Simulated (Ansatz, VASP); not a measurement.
# SrO in VASP and in Ansatz

```
Sr O
1.0
     3.57695    0.00000    0.00000
    -1.78847    3.09773    0.00000
     0.00000    0.00000    6.24262
Sr O
2 2
Direct
  0.33333 0.66667 0.25000
  0.66667 0.33333 0.75000
  0.87432 0.90800 0.00000
  0.12568 0.09200 0.50000
```

Change from the starting cell: mode 6 frozen in at -0.285 Å and mode 7 at -0.285 Å (largest displacements).

Alike in both runs: task single point; functional PBE; k mesh 9 × 9 × 4; occupations gaussian, width 0.05 eV; no spin polarisation.

```csv
,VASP,Ansatz
version,VASP 6.6.1,Ansatz 0.2.0
potentials or method,"VASP PAW PBE potentials, release 64 (Sr_sv, O), cutoff 520 eV","scalar-relativistic, plane waves, PAW"
valence electrons in the cell,32,32
```

Ansatz gave:

| Property | Result |
| --- | --- |
| gap on the k mesh at the Fermi level (eV) | 3.17 |
| least direct gap on the mesh (eV) | 3.25 |
| pressure (GPa) | 4.5 |
| traceless stress, the component that is largest in VASP (GPa) | 0.63 |
| rms of the force components (eV/Å) | 0.523 |

**Question.** Estimate VASP's values.

**Answer.** gap on the k mesh at the Fermi level (eV): 3.17; least direct gap on the mesh (eV): 3.25; pressure (GPa): 5.2; traceless stress, the component that is largest in VASP (GPa): 0.65; rms of the force components (eV/Å): 0.556.

Atom by atom the forces differ by 0.033 eV/Å (rms over components).
